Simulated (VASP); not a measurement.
A run of VASP 6.6.1 is set up as follows.

File INCAR:

```
SYSTEM = CdI2
PREC = Accurate
ENCUT = 500
EDIFF = 1E-6
ISMEAR = 0
SIGMA = 0.05
LREAL = .False.
LASPH = .True.
NELM = 120
ALGO = Normal
ISIF = 2
LWAVE = .False.
LCHARG = .False.
GGA = PE
IVDW = 12
NBANDS = 20
GGA_COMPAT = .False.
```

File KPOINTS:

```
Automatic mesh
0
Gamma
  9 9 4
  0 0 0
```

The input POSCAR:

```
CdI2
1.0
    4.1378992343      0.0000000000      0.0000000000
   -2.0689496171      3.5835258553      0.0000000000
    0.0000000000      0.0000000000      7.2019500000
Cd I
1 2
Direct
    0.0000000000      0.0000000000      0.0000000000
    0.3333333333      0.6666666667      0.2492000000
    0.6666666667      0.3333333333      0.7508000000
```

Potentials or basis: VASP PAW PBE potentials, release 64 (Cd, I).

Launch:

```bash
$ cat potpaw_PBE.64/Cd/POTCAR potpaw_PBE.64/I/POTCAR > POTCAR
$ mpirun -np 1 vasp_std > vasp.out
```

Q: Estimate the band gap on the k mesh.

A: 2.17 eV (least direct gap 2.52 eV).

Q: Predict the pressure.

A: 0.5 GPa.

Stress tensor (GPa, compression positive):
```
 1.15  0.00  0.00
 0.00  1.15  0.00
 0.00  0.00 -0.68
```

Caveat: the cell differs from its parent crystal (strain -0.025 along x and y, +0.050 along z); spin-orbit coupling is left out, which moves the levels of the heavy elements; an odd mesh through Γ misses points on the zone boundary, where band edges can lie.
